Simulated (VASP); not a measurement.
# BAs (I-4m2) in VASP: notebook

Runs on BAs. Level: r2SCAN. Tasks: single point.

Program: VASP 6.6.1. These are calculated values, not measurements. Logs are shortened: lines on timing, memory, paths and dates and some standing lists are left out, and cuts for length are marked.

**1. The cell of the first run**

The structure is tetragonal, space group I-4m2 (No. 119). Conventional cell: a = 3.383 Å, b = 3.383 Å, c = 4.927 Å, α = 90.00°, β = 90.00°, γ = 90.00°. Within 2.8 Å of B (site symmetry -4m2) lie 4 As at 2.09 Å. As (site symmetry -4m2) has 4 B at 2.09 Å within 2.8 Å.

**2. Single point, r2SCAN (strain +0.0300 x Voigt [0, 1, 0, 0, 0, 0])**

File POSCAR:

```
BAs
1.0
    0.0000000000      2.4636747128      2.3919171969
    2.3919171969      0.0000000000      2.3919171969
    2.3919171969      2.4636747128      0.0000000000
B As
1 1
Direct
    0.0000000000      0.0000000000      0.0000000000
    0.7500000000      0.7500000000      0.7500000000
```

File INCAR.step1:

```
SYSTEM = BAs
  PREC = Accurate
  ENCUT = 520
  ISMEAR = 0
  SIGMA = 0.05
  LREAL = .False.
  LASPH = .True.
  NELM = 60
  NBANDS = 11
  GGA = PE
  ALGO = Normal
  EDIFF = 1E-4
  LWAVE = .True.
  LCHARG = .False.
```

File INCAR.step2:

```
SYSTEM = BAs
  PREC = Accurate
  ENCUT = 520
  EDIFF = 1E-7
  ISMEAR = 0
  SIGMA = 0.05
  LREAL = .False.
  LASPH = .True.
  NELM = 60
  ALGO = Normal
  ISIF = 2
  LWAVE = .False.
  LCHARG = .False.
  METAGGA = R2SCAN
  LMIXTAU = .True.
  NBANDS = 11
  ISTART = 1
```

File KPOINTS:

```
regular mesh
0
Gamma
  10 10 10
  0 0 0
```

Potentials or basis: VASP PAW PBE potentials, release 64 (B, As).

Started as:

```
cat potpaw_PBE.64/B/POTCAR potpaw_PBE.64/As/POTCAR > POTCAR
cp INCAR.step1 INCAR
mpirun -np 1 vasp_std > vasp.out
cp INCAR.step2 INCAR
mpirun -np 1 vasp_std > vasp.out
```

OUTCAR:

```text
SYSTEM = BAs
   PREC = Accurate
   ENCUT = 520
   EDIFF = 1E-7
   ISMEAR = 0
   LREAL = .False.
   LASPH = .True.
   NELM = 60
   ISIF = 2
   METAGGA = R2SCAN
   ISTART = 1

 ion  position               nearest neighbor table
   1  0.000  0.000  0.000-   2 2.09   2 2.09   2 2.09   2 2.09
   2  0.750  0.750  0.750-   1 2.09   1 2.09   1 2.09   1 2.09

  LATTYP: Found a body centered tetragonal cell.
 ALAT       =     3.3826817399
 C/A-ratio  =     1.4566399692

  Lattice vectors:

 A1 = (   0.0000000000,  -2.4636747128,   2.3919171969)
 A2 = (   0.0000000000,  -2.4636747128,  -2.3919171969)
 A3 = (   2.3919171969,   2.4636747128,   0.0000000000)

Analysis of symmetry for initial positions (statically):
=====================================================================
 Subroutine PRICEL returns:
 Original cell was already a primitive cell.

 Routine SETGRP: Setting up the symmetry group for a
 body centered tetragonal supercell.

 Subroutine GETGRP returns: Found  8 space group operations
 (whereof  8 operations were pure point group operations)
 out of a pool of 16 trial point group operations.

The static configuration has the point symmetry D_2d.

Analysis of symmetry for dynamics (positions and initial velocities):
=====================================================================
 Subroutine PRICEL returns:
 Original cell was already a primitive cell.

 Routine SETGRP: Setting up the symmetry group for a
 body centered tetragonal supercell.

 Subroutine GETGRP returns: Found  8 space group operations
 (whereof  8 operations were pure point group operations)
 out of a pool of 16 trial point group operations.

The dynamic configuration has the point symmetry D_2d.

 Subroutine INISYM returns: Found  8 space group operations
 (whereof  8 operations are pure point group operations),
 and found     1 'primitive' translations

----------------------------------------------------------------------------------------

                                     Primitive cell

  volume of cell :      28.1907

  direct lattice vectors                    reciprocal lattice vectors
     0.000000000  2.463674713  2.391917197    -0.209037337  0.202948870  0.209037337
     2.391917197  0.000000000  2.391917197     0.209037337 -0.202948870  0.209037337
     2.391917197  2.463674713  0.000000000     0.209037337  0.202948870 -0.209037337

  length of vectors
     3.433796873  3.382681740  3.433796873     0.358582571  0.358582571  0.358582571

[... 84 lines left out ...]
   IBRION =     -1    ionic relax: 0-MD 1-quasi-New 2-CG
   NFREE  =      0    steps in history (QN), initial steepest desc. (CG)
   ISIF   =      2    stress and relaxation
   ISYM   =      2    0-nonsym 1-usesym 2-fastsym
   POTIM  = 0.5000    time-step for ionic-motion
   TEBEG  =    0.0;   TEEND  =   0.0 temperature during run
   PSTRESS=    0.0 pullay stress
   NELECT =       8.0000    total number of electrons
   NUPDOWN=      -1.0000    fix difference up-down
   EMIN   =  10.00;   EMAX   =-10.00  energy-range for DOS
   EFERMI =   0.00;   METHOD = LEGACY
   ISMEAR =     0;   SIGMA  =   0.05  broadening in eV -4-tet -1-fermi 0-gaus
   EFERMI_NEDOS =   21; number of points for ismear=-14 and -15
   IALGO  =     38    algorithm
   IMIX   =      4    mixing-type and parameters
     AMIX     =   0.40;   BMIX     =  1.00
     AMIX_MAG =   1.60;   BMIX_MAG =  1.00
  volume/ion in A,a.u.               =      14.10        95.12
  Fermi-wavevector in a.u.,A,eV,Ry     =   1.075812  2.032989 15.746987  1.157371
  Thomas-Fermi vector in A             =   2.211679
   LORBIT       =      0    0 simple, 1 ext, 2 COOP (PROOUT), +10 PAW based schemes
   METAGGA = R2SCAN    functional components
   LHFCALC =     F    Hartree Fock is set to
   AEXX    =    0.0000 exact exchange contribution
   IVDW    =     0    specifies the selected vdW correction
   LEPSILON=     F    determine dielectric tensor
   LRPA    =     F    only Hartree local field effects (RPA)
 non-spin polarized calculation
 Gauss-broadening in eV      SIGMA  =   0.05
  energy-cutoff  :      520.00
  volume of cell :       28.19
 maximum number of plane-waves:       776
 NGX is ok and might be reduce to    28
   NGX = 13   NGY = 13   NGZ = 13

 number of electron       7.9999999 magnetization

 Free energy of the ion-electron system (eV)
  ---------------------------------------------------
  ext. energy  EPLUGINS =         0.00000000
  ---------------------------------------------------
  free energy    TOTEN  =       -22.23574163 eV

  energy without entropy =      -22.23574163  energy(sigma->0) =      -22.23574163

 E-fermi :   6.0569     XC(G=0): -10.9813

 val. band max:        5.7540701716   @ k =   0.0000   0.0000   0.0000
 cond. band min:       6.9282897462   @ k =   0.4000   0.4000   0.0000
 fundamental gap:      1.1742195746
 Fermi energy:         6.0569187321

 k-point     1 :       0.0000    0.0000    0.0000
  band No.  band energies     occupation
      1     -10.1893      2.00000
      2       5.4455      2.00000
      3       5.7541      2.00000
      4       5.7541      2.00000
      5       8.9961      0.00000
      6       8.9961      0.00000
      7       9.2023      0.00000
      8      10.3423      0.00000
      9      15.8534      0.00000
     10      18.5180      0.00000
     11      19.3701      0.00000
[... 309 lines left out ...]
 k-point    24 :       0.4000    0.3000    0.0000
  band No.  band energies     occupation
      1      -7.4500      2.00000
      2      -1.0127      2.00000
      3       1.5700      2.00000
      4       2.0148      2.00000
      5       7.4491      0.00000
      6       9.2638      0.00000
      7      14.5654      0.00000
      8      15.3199      0.00000
      9      18.3521      0.00000
     10      21.7549      0.00000
     11      22.2144      0.00000

 [... further k-points ...]
[... 5 lines left out ...]
  --------------------------------------------------------------------------------------
  -------------------------------------------------------------------------------------
  Total       -0.2668364     -1.4388251     -0.2668364      0.0000000      0.0000000      0.0000000
  in kB      -15.1652631    -81.7735684    -15.1652631      0.0000000      0.0000000      0.0000000
  external PRESSURE =     -37.3680316 kB  Pullay stress =       0.0000000 kB

 VOLUME and BASIS-vectors are now :
 -----------------------------------------------------------------------------
  energy-cutoff  :      520.00
  volume of cell :       28.19
      direct lattice vectors                 reciprocal lattice vectors
     0.000000000  2.463674713  2.391917197    -0.209037337  0.202948870  0.209037337
     2.391917197  0.000000000  2.391917197     0.209037337 -0.202948870  0.209037337
     2.391917197  2.463674713  0.000000000     0.209037337  0.202948870 -0.209037337

 POSITION                                       TOTAL-FORCE (eV/Angst)
 -----------------------------------------------------------------------------------
      0.00000      0.00000      0.00000        -0.000000     -0.000000     -0.000000
      3.58788      3.69551      3.58788         0.000000      0.000000      0.000000
 -----------------------------------------------------------------------------------
    total drift:                                0.000000      0.000000      0.000000

  FREE ENERGIE OF THE ION-ELECTRON SYSTEM (eV)
  ---------------------------------------------------
  free  energy   TOTEN  =       -22.2357416346 eV

  energy  without entropy=      -22.2357416346  energy(sigma->0) =      -22.23574163
```

OUTCAR.step1:

```text
SYSTEM = BAs
   PREC = Accurate
   ENCUT = 520
   ISMEAR = 0
   LREAL = .False.
   LASPH = .True.
[... 559 lines left out ...]
      0.00000      0.00000      0.00000        -0.000000     -0.000000     -0.000000
      3.58788      3.69551      3.58788         0.000000      0.000000      0.000000
 -----------------------------------------------------------------------------------
    total drift:                                0.000000      0.000000      0.000000

  FREE ENERGIE OF THE ION-ELECTRON SYSTEM (eV)
  ---------------------------------------------------
  free  energy   TOTEN  =       -11.4022277665 eV

  energy  without entropy=      -11.4022277665  energy(sigma->0) =      -11.40222777
```

It took 93 s on 1 thread of Intel Xeon 6975P-C, shared host; peak memory 0.19 GiB.

Results:

```
Free energy            : -22.2357 eV
Pressure               : -3.7 GPa
Band gap on the k mesh : 1.17 eV, indirect (least direct gap 3.24 eV)
```

Levels at points of the mesh, in eV from the valence-band top:
```csv
k point,band 2,band 3,band 4,band 5,band 6,band 7
"(0.00, 0.00, 0.00)",-0.31,0.00,0.00,3.24,3.24,3.45
"(0.50, 0.00, 0.00)",-9.09,-2.16,-1.80,2.62,4.86,5.03
"(0.50, 0.50, 0.00)",-8.89,-4.38,-4.33,1.44,1.50,11.49
"(0.50, 0.00, 0.50)",-9.13,-4.07,-4.07,1.79,1.88,11.69
```

Caveat: the cell differs from its parent crystal (strain +0.0300 x Voigt [0, 1, 0, 0, 0, 0]); the PAW data sets were made with another functional, which shifts forces and pressure a little.

**3. Single point, r2SCAN (strain +0.0350 x Voigt [0, 1, 0, 0, 0, 0])**

File POSCAR:

```
BAs
1.0
    0.0000000000      2.4756342988      2.3919171969
    2.3919171969      0.0000000000      2.3919171969
    2.3919171969      2.4756342988      0.0000000000
B As
1 1
Direct
    0.0000000000      0.0000000000      0.0000000000
    0.7500000000      0.7500000000      0.7500000000
```

File INCAR.step1:

```
SYSTEM = BAs
ALGO = Normal
EDIFF = 1E-4
ENCUT = 520
GGA = PE
ISMEAR = 0
LASPH = .TRUE.
LCHARG = .FALSE.
LREAL = .FALSE.
LWAVE = .TRUE.
NBANDS = 11
NELM = 80
PREC = Accurate
SIGMA = 0.05
```

File INCAR.step2:

```
SYSTEM = BAs
ALGO = Normal
EDIFF = 1E-6
ENCUT = 520
ISIF = 2
ISMEAR = 0
ISTART = 1
LASPH = .TRUE.
LCHARG = .FALSE.
LMIXTAU = .TRUE.
LREAL = .FALSE.
LWAVE = .FALSE.
METAGGA = R2SCAN
NBANDS = 11
NELM = 80
PREC = Accurate
SIGMA = 0.05
```

File KPOINTS:

```
k-points
0
G
  10 10 10
  0 0 0
```

Potentials or basis: VASP PAW PBE potentials, release 64 (B, As).

Started as:

```
cat potpaw_PBE.64/B/POTCAR potpaw_PBE.64/As/POTCAR > POTCAR
cp INCAR.step1 INCAR
mpirun -np 1 vasp_std > vasp.out
cp INCAR.step2 INCAR
mpirun -np 1 vasp_std > vasp.out
```

It took 88 s on 1 thread of Intel Xeon 6975P-C, shared host; peak memory 0.19 GiB.

It converged, with:

```yaml
Free_energy: -22.2282 eV
Pressure: -4.3 GPa
Band_gap_on_the_k_mesh: 1.14 eV, indirect (least direct gap 3.21 eV)
```

Stress tensor (GPa, compression positive):
```
-1.75  0.00  0.00
 0.00 -9.52  0.00
 0.00  0.00 -1.75
```

Levels at points of the mesh, in eV from the valence-band top:
```csv
k point,band 1,band 2,band 3,band 4,band 5,band 6,band 7,band 8
"(0.00, 0.00, 0.00)",-15.92,-0.36,0.00,0.00,3.21,3.21,3.45,4.50
"(0.50, 0.00, 0.00)",-13.03,-9.07,-2.20,-1.77,2.55,4.83,5.03,9.38
"(0.50, 0.50, 0.00)",-11.57,-8.87,-4.40,-4.33,1.41,1.46,11.38,11.86
"(0.50, 0.00, 0.50)",-11.85,-9.14,-4.04,-4.04,1.81,1.91,11.62,11.62
```

Caveat: the cell differs from its parent crystal (strain +0.0350 x Voigt [0, 1, 0, 0, 0, 0]); the PAW data sets were made with another functional, which shifts forces and pressure a little. A k mesh can miss the band edges.

**4. Single point, r2SCAN (strain +0.0400 x Voigt [0, 1, 0, 0, 0, 0])**

File POSCAR:

```
BAs
1.0
    0.0000000000      2.4875938848      2.3919171969
    2.3919171969      0.0000000000      2.3919171969
    2.3919171969      2.4875938848      0.0000000000
B As
1 1
Direct
    0.0000000000      0.0000000000      0.0000000000
    0.7500000000      0.7500000000      0.7500000000
```

File INCAR.step1:

```
ALGO = Normal
EDIFF = 1E-4
ENCUT = 520
GGA = PE
ISMEAR = 0
LASPH = T
LCHARG = F
LREAL = F
LWAVE = T
NBANDS = 11
NELM = 100
PREC = Accurate
SIGMA = 0.05
```

File INCAR.step2:

```
ALGO = Normal
EDIFF = 1E-7
ENCUT = 520
ISIF = 2
ISMEAR = 0
ISTART = 1
LASPH = T
LCHARG = F
LMIXTAU = T
LREAL = F
LWAVE = F
METAGGA = R2SCAN
NBANDS = 11
NELM = 100
PREC = Accurate
SIGMA = 0.05
```

File KPOINTS:

```
k-points
0
Gamma
  10 10 10
```

Started as:

```
cat potpaw_PBE.64/B/POTCAR potpaw_PBE.64/As/POTCAR > POTCAR
cp INCAR.step1 INCAR
mpirun -np 1 vasp_std > vasp.out
cp INCAR.step2 INCAR
mpirun -np 1 vasp_std > vasp.out
```

Run time: 1.9 min. Hardware: 1 thread of Intel Xeon 6975P-C, shared host; peak memory 0.19 GiB.

The run converged. Its results:

* Free energy: -22.2196 eV
* Pressure: -4.9 GPa
* Band gap on the k mesh: 1.11 eV, indirect (least direct gap 3.18 eV)

Stress tensor (GPa, compression positive):
```
 -1.98   0.00   0.00
  0.00 -10.84   0.00
  0.00   0.00  -1.98
```

Levels at points of the mesh, in eV from the valence-band top:
```tsv
k point	band 1	band 2	band 3	band 4	band 5	band 6	band 7	band 8	band 9
(0.00, 0.00, 0.00)	-15.89	-0.41	0.00	0.00	3.18	3.18	3.45	4.42	10.02
(0.50, 0.00, 0.00)	-13.02	-9.05	-2.24	-1.75	2.49	4.81	5.03	9.36	13.10
(0.50, 0.50, 0.00)	-11.56	-8.84	-4.41	-4.34	1.38	1.43	11.27	11.82	13.39
(0.50, 0.00, 0.50)	-11.87	-9.15	-4.00	-4.00	1.84	1.94	11.55	11.55	13.06
```

Caveat: the cell differs from its parent crystal (strain +0.0400 x Voigt [0, 1, 0, 0, 0, 0]); the PAW data sets were made with another functional, which shifts forces and pressure a little. A k mesh can miss the band edges.

**5. Summary**

| cell | gap on the mesh (eV) | pressure (GPa) |
| --- | --- | --- |
| a = 3.434, b = 3.383 Å, angles 60.5, 59.0, 60.5°, 2 atoms | 1.17 | -3.7 |
| a = 3.442, b = 3.383 Å, angles 60.6, 58.9, 60.6°, 2 atoms | 1.14 | -4.3 |
| a = 3.451, b = 3.383 Å, angles 60.7, 58.7, 60.7°, 2 atoms | 1.11 | -4.9 |

Alike in all rows: task single point; level r2SCAN; potentials or basis VASP PAW PBE potentials, release 64 (B, As); no spin polarisation; k mesh 10 × 10 × 10; cutoff (eV) 520; smearing gaussian 0.05 eV.

Caveats: the PAW data sets were made with another functional, which shifts forces and pressure a little.

Absolute energies hang on the potentials; compare differences alone.
